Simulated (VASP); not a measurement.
Runs of VASP 6.6.1 on Te2Mo. The structure is that of space group P6_3/mmc (No. 194), or close to it. The cells are those of the table. 

| task | level | cell | cutoff (eV) | smearing | gap on the mesh (eV) | pressure (GPa) | largest force (eV/Å) |
| --- | --- | --- | --- | --- | --- | --- | --- |
| single point | PBE+D3(BJ) | a = 3.496, b = 3.496, c = 13.701 Å, angles 90.0, 90.0, 120.0°, 6 atoms | 520 | gaussian 0.05 eV | 0.65 | 0.0 | 0.01 |
| single point | PBE+D3(BJ) | a = 3.496, b = 3.496, c = 13.701 Å, angles 90.0, 90.0, 120.0°, 6 atoms | 520 | gaussian 0.02 eV | 0.65 | 0.0 | 0.01 |
| relaxation of cell and atoms | PBE+D3(BJ) | relaxed from a = 3.518, b = 3.518, c = 13.974 Å, angles 90.0, 90.0, 120.0°, 6 atoms | 600 | gaussian 0.02 eV | (a) | 0.0 | - |
| single point | RPBE+D3(BJ) | a = 3.496, b = 3.496, c = 13.701 Å, angles 90.0, 90.0, 120.0°, 6 atoms | 520 | gaussian 0.02 eV | 0.67 | -18.7 | 0.62 |

Alike in all rows: potentials or basis VASP PAW PBE potentials, release 64 (Te, Mo_sv); no spin polarisation; k mesh 12 × 12 × 2.

Task: Fill in the values left out.

Result: (a) 0.64.

Caveats: spin-orbit coupling is left out, which moves the levels of the heavy elements; the PAW data sets were made with another functional, which shifts forces and pressure a little (some runs).

A k mesh can miss the band edges, and the runs leave out spin-orbit coupling on Mo, Te.
